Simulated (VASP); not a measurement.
# Ca2H3 in VASP: notebook

Ca2H3 is run at these levels: PBE; tasks: single point, relaxation of cell and atoms.

All numbers are computed with VASP 6.6.1; they aren't measurements. Logs are shortened: lines on timing, memory, paths and dates and some standing lists are left out, and cuts for length are marked.

## Step 1: The cell of the first run

The structure is trigonal, space group P-3m1 (No. 164). The conventional cell has a = 3.778 Å, b = 3.778 Å, c = 5.864 Å, α = 90.00°, β = 90.00°, γ = 120.00°. Within 3.0 Å of Ca (site symmetry 3m) lie 7 H at 2.24 to 2.66 Å. Within 3.5 Å of H (site symmetry -3m) lie 6 Ca at 2.66 Å and 6 H at 2.98 Å. H (site symmetry 3m) has 4 Ca at 2.24 to 2.32 Å and 6 H at 2.83 to 2.98 Å within 3.0 Å.

## Step 2: Single point, PBE

Contents of INCAR:

```
  PREC = Accurate
  ENCUT = 520
  EDIFF = 1E-6
  ISMEAR = 0
  SIGMA = 0.1
  LREAL = F
  LASPH = T
  NELM = 100
  ALGO = Normal
  ISIF = 2
  LWAVE = F
  LCHARG = T
  GGA = PE
  LELF = T
  LVHAR = T
  NBANDS = 20
```

Contents of KPOINTS:

```
Automatic mesh
0
Gamma
  6 6 4
```

Contents of POSCAR:

```
Ca2H3
1.0
    3.7780845490      0.0000000000      0.0000000000
   -1.8890422745      3.2719171971      0.0000000000
    0.0000000000      0.0000000000      5.8640888084
Ca H
2 3
Direct
    0.3333333333      0.6666666667      0.2586635922
    0.6666666667      0.3333333333      0.7413364078
    1.0000000000      0.0000000000      0.0000000000
    0.3333333333      0.6666666667      0.6541199198
    0.6666666667      0.3333333333      0.3458800802
```

Potentials or basis: VASP PAW PBE potentials, release 64 (Ca_sv, H).

Launch:

```bash
> cat potpaw_PBE.64/Ca_sv/POTCAR potpaw_PBE.64/H/POTCAR > POTCAR
> mpirun -np 1 vasp_std > vasp.out
```

OUTCAR:

```text
PREC = Accurate
   ENCUT = 520
   EDIFF = 1E-6
   ISMEAR = 0
   LREAL = F
   LASPH = T
   NELM = 100
   ISIF = 2
   GGA = PE

 ion  position               nearest neighbor table
   1  0.333  0.667  0.259-
   2  0.667  0.333  0.741-
   3  0.000  0.000  0.000-
   4  0.333  0.667  0.654-
   5  0.667  0.333  0.346-

  LATTYP: Found a hexagonal cell.
 ALAT       =     3.7780845490
 C/A-ratio  =     1.5521327626

  Lattice vectors:

 A1 = (   3.7780845490,   0.0000000000,   0.0000000000)
 A2 = (  -1.8890422745,   3.2719171971,   0.0000000000)
 A3 = (   0.0000000000,   0.0000000000,   5.8640888084)

Analysis of symmetry for initial positions (statically):
=====================================================================
 Subroutine PRICEL returns:
 Original cell was already a primitive cell.

 Routine SETGRP: Setting up the symmetry group for a
 hexagonal supercell.

 Subroutine GETGRP returns: Found 12 space group operations
 (whereof 12 operations were pure point group operations)
 out of a pool of 24 trial point group operations.

The static configuration has the point symmetry D_3d.

Analysis of symmetry for dynamics (positions and initial velocities):
=====================================================================
 Subroutine PRICEL returns:
 Original cell was already a primitive cell.

 Routine SETGRP: Setting up the symmetry group for a
 hexagonal supercell.

 Subroutine GETGRP returns: Found 12 space group operations
 (whereof 12 operations were pure point group operations)
 out of a pool of 24 trial point group operations.

The dynamic configuration has the point symmetry D_3d.

 Subroutine INISYM returns: Found 12 space group operations
 (whereof 12 operations are pure point group operations),
 and found     1 'primitive' translations

----------------------------------------------------------------------------------------

                                     Primitive cell

  volume of cell :      72.4894

  direct lattice vectors                    reciprocal lattice vectors
     3.778084549  0.000000000  0.000000000     0.264684389  0.152815603  0.000000000
    -1.889042274  3.271917197  0.000000000     0.000000000  0.305631206  0.000000000
     0.000000000  0.000000000  5.864088808     0.000000000  0.000000000  0.170529477

  length of vectors
     3.778084549  3.778084549  5.864088808     0.305631206  0.305631206  0.170529477

  position of ions in fractional coordinates (direct lattice)
     0.333333333  0.666666667  0.258663592
     0.666666667  0.333333333  0.741336408
     0.000000000  0.000000000  0.000000000
     0.333333333  0.666666667  0.654119920
     0.666666667  0.333333333  0.345880080

  ion indices of the primitive-cell ions
   primitive index   ion index
                 1           1
                 2           2
                 3           3
                 4           4
                 5           5

----------------------------------------------------------------------------------------

 KPOINTS: Automatic mesh

Automatic generation of k-mesh.
 Grid dimensions read from file:
 generate k-points for:    6    6    4

 Generating k-lattice:

  Cartesian coordinates                     Fractional coordinates (reciprocal lattice)
     0.044114065  0.025469267  0.000000000     0.166666667 -0.000000000  0.000000000
     0.000000000  0.050938534  0.000000000     0.000000000  0.166666667  0.000000000
     0.000000000  0.000000000  0.042632369     0.000000000  0.000000000  0.250000000

  Length of vectors
     0.050938534  0.050938534  0.042632369

  Shift w.r.t. Gamma in fractional coordinates (k-lattice)
     0.000000000  0.000000000  0.000000000

 Subroutine IBZKPT returns following result:
 ===========================================

 Found     24 irreducible k-points:

 Following reciprocal coordinates:
            Coordinates               Weight
  0.000000  0.000000  0.000000      1.000000
  0.166667  0.000000  0.000000      6.000000
  0.333333  0.000000  0.000000      6.000000
  0.500000  0.000000  0.000000      3.000000
  0.166667  0.166667  0.000000      6.000000
  0.333333  0.166667  0.000000     12.000000
[... 16 lines left out ...]
  0.333333  0.166667  0.500000     12.000000
  0.333333  0.333333  0.500000      2.000000
   k-points           NKPTS =     24   k-points in BZ     NKDIM =     24   number of bands    NBANDS=     20
   number of dos      NEDOS =    301   number of ions     NIONS =      5
   total plane-waves  NPLWV =  37632
   dimension x,y,z NGX =    28 NGY =   28 NGZ =   48
   dimension x,y,z NGXF=    56 NGYF=   56 NGZF=   96
   ions per type =               2   3
   NGX,Y,Z   is equivalent  to a cutoff of  12.32, 12.32, 13.61 a.u.
   NGXF,Y,Z  is equivalent  to a cutoff of  24.64, 24.64, 27.22 a.u.
 SYSTEM =  unknown system
   PREC   = accura    normal or accurate (medium, high low for compatibility)
   ISTART =      0    job   : 0-new  1-cont  2-samecut
   ICHARG =      2    charge: 1-file 2-atom 10-const
   ISPIN  =      1    spin polarized calculation?
   LNONCOLLINEAR =      F non collinear calculations
   LSORBIT =      F    spin-orbit coupling
   LASPH  =      T    aspherical Exc in radial PAW
   ENCUT  =  520.0 eV  38.22 Ry    6.18 a.u.   7.02  7.02 10.90*2*pi/ulx,y,z
   NELM   =    100;   NELMIN=  2; NELMDL= -5     # of ELM steps
   EDIFF  = 0.1E-05   stopping-criterion for ELM
   LREAL  =      F    real-space projection
   EDIFFG = 0.1E-04   stopping-criterion for IOM
   NSW    =      0    number of steps for IOM
   IBRION =     -1    ionic relax: 0-MD 1-quasi-New 2-CG
   NFREE  =      0    steps in history (QN), initial steepest desc. (CG)
   ISIF   =      2    stress and relaxation
   ISYM   =      2    0-nonsym 1-usesym 2-fastsym
   POTIM  = 0.5000    time-step for ionic-motion
   TEBEG  =    0.0;   TEEND  =   0.0 temperature during run
   PSTRESS=    0.0 pullay stress
   NELECT =      23.0000    total number of electrons
   NUPDOWN=      -1.0000    fix difference up-down
   EMIN   =  10.00;   EMAX   =-10.00  energy-range for DOS
   EFERMI =   0.00;   METHOD = LEGACY
   ISMEAR =     0;   SIGMA  =   0.10  broadening in eV -4-tet -1-fermi 0-gaus
   EFERMI_NEDOS =   21; number of points for ismear=-14 and -15
   IALGO  =     38    algorithm
   IMIX   =      4    mixing-type and parameters
     AMIX     =   0.40;   BMIX     =  1.00
     AMIX_MAG =   1.60;   BMIX_MAG =  1.00
  volume/ion in A,a.u.               =      14.50        97.84
  Fermi-wavevector in a.u.,A,eV,Ry     =   1.116587  2.110044 16.963291  1.246767
  Thomas-Fermi vector in A             =   2.253202
   LORBIT       =      0    0 simple, 1 ext, 2 COOP (PROOUT), +10 PAW based schemes
   GGA     = PE    functional components
   LHFCALC =     F    Hartree Fock is set to
   AEXX    =    0.0000 exact exchange contribution
   IVDW    =     0    specifies the selected vdW correction
   LEPSILON=     F    determine dielectric tensor
   LRPA    =     F    only Hartree local field effects (RPA)
 non-spin polarized calculation
 Gauss-broadening in eV      SIGMA  =   0.10
  energy-cutoff  :      520.00
  volume of cell :       72.49
 maximum number of plane-waves:      1969
   NGX = 15   NGY = 15   NGZ = 21

 number of electron      23.0000000 magnetization

 Free energy of the ion-electron system (eV)
  ---------------------------------------------------
  ext. energy  EPLUGINS =         0.00000000
  ---------------------------------------------------
  free energy    TOTEN  =       -16.27508239 eV

  energy without entropy =      -16.26584440  energy(sigma->0) =      -16.27046340

 E-fermi :   3.1757     XC(G=0):  -8.7901

 val. band max:        3.1488078994   @ k =   0.3333   0.1667   0.0000
 cond. band min:       3.1907173608   @ k =   0.3333   0.3333   0.2500
 fundamental gap:      0.0419094614
 Fermi energy:         3.1756501241

 k-point     1 :       0.0000    0.0000    0.0000
  band No.  band energies     occupation
      1     -38.2707      2.00000
      2     -38.2324      2.00000
      3     -19.5027      2.00000
      4     -19.2115      2.00000
      5     -19.2115      2.00000
      6     -19.2008      2.00000
[... 12 lines left out ...]
     19       7.4370      0.00000
     20       7.5731      0.00000

 k-point     2 :       0.1667    0.0000    0.0000
  band No.  band energies     occupation
      1     -38.2642      2.00000
      2     -38.2305      2.00000
      3     -19.4787      2.00000
      4     -19.2604      2.00000
      5     -19.2260      2.00000
      6     -19.2148      2.00000
[... 12 lines left out ...]
     19       7.8004      0.00000
     20       7.8843      0.00000

 k-point     3 :       0.3333    0.0000    0.0000
  band No.  band energies     occupation
      1     -38.2500      2.00000
      2     -38.2280      2.00000
      3     -19.4231      2.00000
      4     -19.3571      2.00000
      5     -19.3024      2.00000
      6     -19.2534      2.00000
[... 12 lines left out ...]
     19       8.0216      0.00000
     20       8.1461      0.00000

 k-point     4 :       0.5000    0.0000    0.0000
  band No.  band energies     occupation
      1     -38.2410      2.00000
      2     -38.2285      2.00000
      3     -19.4077      2.00000
      4     -19.3916      2.00000
      5     -19.3316      2.00000
      6     -19.2734      2.00000
[... 429 lines left out ...]
 k-point    23 :       0.3333    0.1667    0.5000
  band No.  band energies     occupation
      1     -38.2365      2.00000
      2     -38.2330      2.00000
      3     -19.4350      2.00000
      4     -19.4256      2.00000
      5     -19.2808      2.00000
      6     -19.2668      2.00000
[... 12 lines left out ...]
     19       8.0051      0.00000
     20       8.0415      0.00000

 k-point    24 :       0.3333    0.3333    0.5000
  band No.  band energies     occupation
      1     -38.2327      2.00000
      2     -38.2327      2.00000
      3     -19.4228      2.00000
      4     -19.4228      2.00000
      5     -19.3149      2.00000
      6     -19.2967      2.00000
[... 12 lines left out ...]
     19       8.5468      0.00000
     20       8.5486      0.00000

------------------------ aborting loop because EDIFF is reached ----------------------------------------

  FORCE on cell =-STRESS in cart. coord.  units (eV):
  Direction    XX          YY          ZZ          XY          YZ          ZX
  --------------------------------------------------------------------------------------
  -------------------------------------------------------------------------------------
  Total        0.0331634      0.0331634     -0.0048122      0.0000000      0.0000000     -0.0000000
  in kB        0.7329843      0.7329843     -0.1063602      0.0000000      0.0000000     -0.0000000
  external PRESSURE =       0.4532028 kB  Pullay stress =       0.0000000 kB

 VOLUME and BASIS-vectors are now :
 -----------------------------------------------------------------------------
  energy-cutoff  :      520.00
  volume of cell :       72.49
      direct lattice vectors                 reciprocal lattice vectors
     3.778084549  0.000000000  0.000000000     0.264684389  0.152815603  0.000000000
    -1.889042274  3.271917197  0.000000000     0.000000000  0.305631206  0.000000000
     0.000000000  0.000000000  5.864088808     0.000000000  0.000000000  0.170529477

 POSITION                                       TOTAL-FORCE (eV/Angst)
 -----------------------------------------------------------------------------------
     -0.00000      2.18128      1.51683        -0.000000      0.000000     -0.010645
      1.88904      1.09064      4.34726         0.000000     -0.000000      0.010645
      0.00000      0.00000      0.00000        -0.000000      0.000000      0.000000
     -0.00000      2.18128      3.83582        -0.000000      0.000000     -0.003058
      1.88904      1.09064      2.02827         0.000000     -0.000000      0.003058
 -----------------------------------------------------------------------------------
    total drift:                               -0.000000      0.000000      0.000000

  FREE ENERGIE OF THE ION-ELECTRON SYSTEM (eV)
  ---------------------------------------------------
  free  energy   TOTEN  =       -16.2750823926 eV

  energy  without entropy=      -16.2658444000  energy(sigma->0) =      -16.27046340
```

Run time: 22 s. Hardware: 1 thread of AMD EPYC 9R45 (Zen 5), shared host; peak memory 0.16 GiB.

Results:

- Free energy: -16.2751 eV
- Pressure: 0.0 GPa
- Largest force: 0.011 eV/Å

Forces in eV/Å, atoms in the order of the input:
```
Ca   0.000  0.000 -0.011
Ca   0.000  0.000  0.011
H    0.000  0.000  0.000
H    0.000  0.000 -0.003
H    0.000  0.000  0.003
```

## Step 3: Single point, PBE

This run uses another cell than the first one, of 14.60 Å³/atom, 1.007 times its volume.

Contents of INCAR:

```
SYSTEM = Ca2H3
PREC = Accurate
ENCUT = 520
EDIFF = 1E-7
ISMEAR = 0
SIGMA = 0.1
LREAL = .False.
LASPH = .True.
NELM = 100
ALGO = Normal
ISIF = 2
LWAVE = .False.
LCHARG = .False.
GGA = PE
NBANDS = 20
```

Contents of KPOINTS:

```
Automatic mesh
0
Gamma
  6 6 4
  0 0 0
```

Contents of POSCAR:

```
Ca2H3
1.0
    3.7835918710      0.0000000000      0.0000000000
   -1.8917959355      3.2766866778      0.0000000000
    0.0000000000      0.0000000000      5.8866543576
Ca H
2 3
Direct
    0.3333333333      0.6666666667      0.2450000000
    0.6666666667      0.3333333333      0.7550000000
    0.0000000000      0.0000000000      0.0000000000
    0.3333333333      0.6666666667      0.6450000000
    0.6666666667      0.3333333333      0.3550000000
```

Potentials or basis: VASP PAW PBE potentials, release 64 (Ca_sv, H).

Launch:

```bash
> cat potpaw_PBE.64/Ca_sv/POTCAR potpaw_PBE.64/H/POTCAR > POTCAR
> mpirun -np 1 vasp_std > vasp.out
```

Run time: 25 s. Hardware: 1 thread of AMD EPYC 9R45 (Zen 5), shared host; peak memory 0.16 GiB.

It converged, with:

- Free energy: -16.2240 eV
- Pressure: -0.6 GPa
- Largest force: 0.532 eV/Å

Forces in eV/Å, atoms in the order of the input:
```
Ca   0.000  0.000  0.532
Ca   0.000  0.000 -0.532
H    0.000  0.000  0.000
H    0.000  0.000  0.149
H    0.000  0.000 -0.149
```

Stress tensor (GPa, compression positive):
```
-0.58  0.00  0.00
 0.00 -0.58  0.00
 0.00  0.00 -0.70
```

Levels at points of the mesh, in eV from the Fermi level:
```tsv
k point	band 7	band 8	band 9	band 10	band 11	band 12	band 13	band 14	band 15	band 16
(0.00, 0.00, 0.00)	-22.47	-22.47	-7.29	-4.34	-3.88	2.09	2.09	2.51	2.63	2.63
(0.50, 0.00, 0.00)	-22.57	-22.50	-4.83	-4.73	-4.06	-0.18	0.49	1.95	1.96	4.19
(0.00, 0.00, 0.50)	-22.49	-22.49	-6.37	-6.15	-2.66	1.09	1.94	1.94	2.21	2.21
(0.50, 0.00, 0.50)	-22.54	-22.53	-4.85	-4.43	-3.99	-1.14	1.05	1.09	2.65	2.94
```

## Step 4: Single point, PBE

This run uses another cell than the first one, of 14.58 Å³/atom, 1.006 times its volume.

Contents of INCAR:

```
ALGO = Normal
EDIFF = 1E-6
ENCUT = 520
GGA = PE
ISIF = 2
ISMEAR = 0
LASPH = T
LCHARG = F
LREAL = F
LWAVE = F
NBANDS = 20
NELM = 80
PREC = Accurate
SIGMA = 0.1
```

Contents of KPOINTS:

```
k-points
0
Gamma
  6 6 4
```

Contents of POSCAR:

```
Ca2H3
1.0
    3.7832395506      0.0000000000      0.0000000000
   -1.8916197753      3.2763815594      0.0000000000
    0.0000000000      0.0000000000      5.8807913197
Ca H
2 3
Direct
    0.3333333333      0.6666666667      0.2580198063
    0.6666666667      0.3333333333      0.7419801937
    0.0000000000      0.0000000000      0.0000000000
    0.3333333333      0.6666666667      0.6517507034
    0.6666666667      0.3333333333      0.3482492966
```

Launch:

```bash
> cat potpaw_PBE.64/Ca_sv/POTCAR potpaw_PBE.64/H/POTCAR > POTCAR
> mpirun -np 1 vasp_std > vasp.out
```

Wall time 21 s (1 thread of AMD EPYC 9R45 (Zen 5), shared host); peak memory 0.16 GiB.

The run converged. Its results:

* Free energy: -16.2747 eV
* Pressure: -0.2 GPa
* Largest force: 0.030 eV/Å

Forces in eV/Å, atoms in the order of the input:
```
Ca   0.000  0.000  0.030
Ca   0.000  0.000 -0.030
H    0.000  0.000  0.000
H    0.000  0.000  0.030
H    0.000  0.000 -0.030
```

Levels at points of the mesh, in eV from the Fermi level:
| k point | band 8 | band 9 | band 10 | band 11 | band 12 | band 13 | band 14 | band 15 |
| --- | --- | --- | --- | --- | --- | --- | --- | --- |
| (0.00, 0.00, 0.00) | -22.37 | -7.22 | -4.49 | -3.70 | 2.19 | 2.19 | 2.60 | 2.64 |
| (0.50, 0.00, 0.00) | -22.39 | -4.83 | -4.51 | -4.08 | -0.22 | 0.74 | 2.00 | 2.06 |
| (0.00, 0.00, 0.50) | -22.38 | -6.25 | -6.14 | -2.81 | 1.50 | 2.06 | 2.06 | 2.26 |
| (0.50, 0.00, 0.50) | -22.42 | -4.70 | -4.36 | -4.06 | -1.06 | 1.00 | 1.37 | 2.87 |

(Part 1 of 2 ends here.)
